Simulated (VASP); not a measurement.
Crystal: ZrSi2.

```
Zr Si
1.0
     1.85815   -7.34596    0.00000
     1.85815    7.34596    0.00000
     0.00000    0.00000    3.67255
Zr Si
2 4
Direct
  0.60463 0.39537 0.25000
  0.39537 0.60463 0.75000
  0.94630 0.05370 0.25000
  0.05370 0.94630 0.75000
  0.24999 0.75001 0.25000
  0.75001 0.24999 0.75000
```

Base run:

| Item | Value |
| --- | --- |
| Program | VASP 6.6.1 |
| Functional | PBE |
| Dispersion | D3(BJ) |
| Potentials or basis | VASP PAW PBE potentials, release 64 (Zr_sv, Si) |
| Cutoff | 520 eV |
| k mesh | 6 × 6 × 6 |
| Occupations | gaussian, width 0.05 eV |
| Spin | no spin polarisation |

Its results: band gap on the k mesh zero (bands 20 and 21 overlap by 0.76 eV); pressure -4.0 GPa; largest force 0.022 eV/Å.

Problem. The run is repeated on the same cell with these changes: functional from PBE to revPBE; dispersion from D3(BJ) to none. What comes out?

Solution. Band gap on the k mesh zero (bands 20 and 21 overlap by 0.76 eV); pressure 2.1 GPa; largest force 0.011 eV/Å.

Several settings changed at once.

Caveats: three body term missing (at least some runs); the cell stands under tension (at least some runs); the PAW data sets were made with another functional, which shifts forces and pressure a little (at least some runs).
